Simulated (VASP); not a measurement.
## MoS2: single point with PBE

MoS2:

```
Mo S
1.0
     3.19261    0.00000    0.00000
    -1.59631    2.76488    0.00000
     0.00000    0.00000   12.29500
Mo S
2 4
Direct
  0.33333 0.66667 0.25000
  0.66667 0.33333 0.75000
  0.33333 0.66667 0.62750
  0.66667 0.33333 0.12750
  0.33333 0.66667 0.87250
  0.66667 0.33333 0.37250
```

This cell differs from its parent crystal: equal xx and yy strain of +1 %.

```yaml
Program: VASP 6.6.1
Task: single point
Functional: PBE
Potentials_or_basis: VASP PAW PBE potentials, release 64 (Mo_sv, S)
Cutoff: 520 eV
k_mesh: 10 × 10 × 3
Occupations: fermi-dirac, width 0.03 eV
Spin: no spin polarisation
Dipole_correction: no
Further_INCAR_settings: ALGO = Normal; EDIFF = 1e-06; NBANDS = 35
```

- Pressure: 5.5 GPa
- Largest force: 0.964 eV/Å
- Band gap on the k mesh: 0.76 eV (least direct gap 1.79 eV)

Forces on the atoms (eV/Å):
```
Mo   0.000  0.000  0.000
Mo   0.000  0.000  0.000
S    0.000  0.000 -0.964
S    0.000  0.000 -0.964
S    0.000  0.000  0.964
S    0.000  0.000  0.964
```

Stress tensor (GPa, compression positive):
```
 2.88  0.00  0.00
 0.00  2.88  0.00
 0.00  0.00 10.71
```

Levels at points of the mesh, in eV from the valence-band top:
| k point | band 24 | band 25 | band 26 | band 27 | band 28 | band 29 |
| --- | --- | --- | --- | --- | --- | --- |
| (0.00, 0.00, 0.00) | -1.28 | -1.06 | 0.00 | 1.88 | 1.88 | 1.90 |
| (0.50, 0.00, 0.00) | -1.97 | -1.59 | -1.44 | 1.28 | 1.32 | 1.77 |

Wall time 89 s on 1 thread of Intel(R) Xeon(R) Platinum 8488C (Sapphire Rapids) (shared host), peak memory 0.27 GiB.

Caveat: the cell differs from its parent crystal (equal xx and yy strain of +1 %); the cell stands under pressure; an odd mesh through Γ misses points on the zone boundary, where band edges can lie; this functional lacks dispersion, which binds the layers, so the pressure and a relaxed spacing across them are unreliable.
